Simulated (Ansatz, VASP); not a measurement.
# Al2Au in VASP and in Ansatz

```xyz
3
Lattice="0.0000 3.0000 3.0600 3.0000 0.0000 3.0600 3.0000 3.0000 0.0000" Properties=species:S:1:pos:R:3 pbc="T T T"
Al    1.5000    1.5000    1.5300
Al    4.5000    4.5000    4.5900
Au    0.0000    0.0000    0.0000
```

Change from the starting cell: zz strain of +2 %, PAW files.

Alike in both runs: task electric field gradients; functional LDA; k mesh 11 × 11 × 11; occupations fermi-dirac, width 0.05 eV; no spin polarisation.

```csv
,VASP,Ansatz
version,VASP 6.6.1,Ansatz 0.2.0
potentials or method,"VASP PAW LDA potentials, release 64 (Al, Au)","PAW with Ansatz's default frozen-core files, scalar-relativistic"
plane-wave cutoff (eV),520,420
valence electrons in the cell,17,25
```

```csv
,VASP,Ansatz,Ansatz less VASP
pressure (GPa),-4.4,-4.6,-0.19
"traceless stress, the component that is largest in VASP (GPa)",-0.65,-0.66,-0.010
size of Vzz on the site where it differs most (V/Å²),18.5,11.5,-6.98
```

LDA's correlation is that of Perdew and Zunger in VASP and of Perdew and Wang (1992) in Ansatz. VASP's potentials hold 17 valence electrons a cell and Ansatz's 25, so a difference there can come from the potentials and not from the codes.

Neither program's run includes spin-orbit coupling.
